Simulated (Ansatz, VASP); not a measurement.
**Two plane-wave programs on Ba**

```
Ba
1.0
    -2.38167    2.38167    2.38167
     2.38167   -2.38167    2.38167
     2.38167    2.38167   -2.38167
Ba
1
Cartesian
  0.0000 0.0000 0.0000
```

Alike in both runs: functional LDA; k mesh 12 × 12 × 12; occupations fermi-dirac, width 0.15 eV; no spin polarisation.

Ansatz relaxed the structure, and its values are those at the end. VASP's run is a single point on that final structure, the one shown.

```csv
,VASP,Ansatz
version,VASP 6.6.1,Ansatz 0.2.0
potentials or method,"VASP PAW LDA potentials, release 64 (Ba_sv), cutoff 520 eV","scalar-relativistic, plane waves, PAW"
valence electrons in the cell,10,10
```

```tsv
	VASP	Ansatz	Ansatz less VASP
gap on the k mesh at the Fermi level (eV)	none	none	-
pressure (GPa)	0.1	0.0	-0.09
```

Ansatz warns that its potentials were made for another functional, while VASP's fit it. LDA's correlation is that of Perdew and Zunger in VASP and of Perdew and Wang (1992) in Ansatz. A gap of «none» marks a metal or a gap that the smearing closes.

Neither program's run includes spin-orbit coupling.
